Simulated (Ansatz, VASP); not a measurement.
Zr: VASP beside Ansatz

Contents of INCAR:

```
SYSTEM = Zr
PREC = Accurate
ENCUT = 520
EDIFF = 1E-7
ISMEAR = -1
SIGMA = 0.1
LREAL = .FALSE.
LASPH = .TRUE.
NELM = 60
ALGO = Normal
ISIF = 2
LWAVE = .FALSE.
LCHARG = .TRUE.
GGA = B5
ALDAX = 1.0
AGGAX = 1.0
AGGAC = 1.0
ALDAC = 0.0
LELF = .TRUE.
LVHAR = .TRUE.
NBANDS = 12
```

The input KPOINTS:

```
Automatic mesh
0
G
  13 13 13
  0 0 0
```

Contents of POSCAR:

```
Zr
1.0
    0.0000000000      2.2900450475      2.2900450475
    2.2900450475      0.0000000000      2.2900450475
    2.2900450475      2.2900450475      0.0000000000
Zr
1
Direct
    0.0000000000      0.0000000000      0.0000000000
```

Input for Ansatz:

```yaml
crystal:
  lattice:
    - [0.0, 2.2900450475, 2.2900450475]
    - [2.2900450475, 0.0, 2.2900450475]
    - [2.2900450475, 2.2900450475, 0.0]
  atoms:
    - { symbol: Zr, position: [0.0, 0.0, 0.0] }
hamiltonian:
  xc: blyp
  pseudopotentials:
    kind: paw
    azcp:
      Zr: "pseudopotentials/Zr.paw.azcp"
basis:
  ecutwfc: 420
  fft_grid_basis: typed
kpoints:
  mp_grid: { grid: [13, 13, 13], shift: [0, 0, 0] }
magnetization:
  spin_polarized: false
scf:
  occupations: { method: fermi_dirac, width: 0.1 }
  lower_state_search: "off"
output:
  stress: true
  write_density: true
  write_potential: true
  elf: true
  volumetric_format: npy
```

Alike in both runs: task single point; functional BLYP; k mesh 13 × 13 × 13; occupations fermi-dirac, width 0.1 eV; no spin polarisation.

|  | VASP | Ansatz |
| --- | --- | --- |
| version | VASP 6.6.1 | Ansatz 0.2.0 |
| potentials or method | VASP PAW PBE potentials, release 64 (Zr_sv), cutoff 520 eV | plane waves (420 eV) with PAW, scalar-relativistic |
| valence electrons in the cell | 12 | 12 |

Ansatz gave:

* pressure (GPa): 0.2

Which values does VASP return?

Pressure (GPa): 0.3.

VASP's potentials were made for PBE, not for BLYP. The functional is the same, so the differences come from potentials, cutoffs and numerics.
